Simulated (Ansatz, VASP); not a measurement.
## BiTe: VASP beside Ansatz

Contents of POSCAR:

```
BiTe
1.0
    0.0000000000      3.1981643964      3.1981643964
    3.1981643964      0.0000000000      3.1981643964
    3.1981643964      3.1981643964      0.0000000000
Bi Te
1 1
Direct
    0.0000000000      0.0000000000      0.0000000000
    0.5000000000      0.5000000000      0.5000000000
```

The input INCAR.step1:

```
PREC = Accurate
ENCUT = 520
ISMEAR = -1
SIGMA = 0.05
LREAL = False
LASPH = True
NELM = 80
NBANDS = 18
GGA = PE
ALGO = Normal
EDIFF = 1E-4
LWAVE = True
LCHARG = False
```

INCAR.step2

```
PREC = Accurate
ENCUT = 520
EDIFF = 1E-8
ISMEAR = -1
SIGMA = 0.05
LREAL = False
LASPH = True
NELM = 80
ALGO = Normal
ISIF = 2
LWAVE = False
LCHARG = False
METAGGA = R2SCAN
LMIXTAU = True
LEFG = True
NBANDS = 18
ISTART = 1
```

File KPOINTS:

```
regular mesh
0
Gamma
  10 10 10
```

Input for Ansatz:

```yaml
crystal:
  lattice:
    - [0.0, 3.1981643964, 3.1981643964]
    - [3.1981643964, 0.0, 3.1981643964]
    - [3.1981643964, 3.1981643964, 0.0]
  atoms:
    - { symbol: Bi, position: [0.0, 0.0, 0.0] }
    - { symbol: Te, position: [0.5, 0.5, 0.5] }
kpoints:
  mp_grid: { grid: [10, 10, 10] }
scf:
  occupations: { method: fermi_dirac, width: 0.05 }
hamiltonian:
  xc: r2scan
  pseudopotentials: { kind: all_electron, datasets: crystal }
output:
  forces: true
  stress: true
  eigenvalues: true
  efg: { contact_densities: true }
```

Change from the starting cell: volume scaled by 0.95, crystal datasets.

Alike in both runs: task electric field gradients; functional r2SCAN; k mesh 10 × 10 × 10; occupations fermi-dirac, width 0.05 eV; no spin polarisation.

|  | VASP | Ansatz |
| --- | --- | --- |
| version | VASP 6.6.1 | Ansatz 0.2.0 |
| potentials or method | VASP PAW PBE potentials, release 64 (Bi_d, Te), cutoff 520 eV | all-electron PAW with datasets made for the crystal, scalar-relativistic |

```csv
,VASP,Ansatz,Ansatz less VASP
pressure (GPa),1.9,1.9,+0.04
```

VASP's potentials were made for PBE, not for r2SCAN. Ansatz ran all-electron here, and VASP with PAW potentials.

Neither program's run includes spin-orbit coupling.
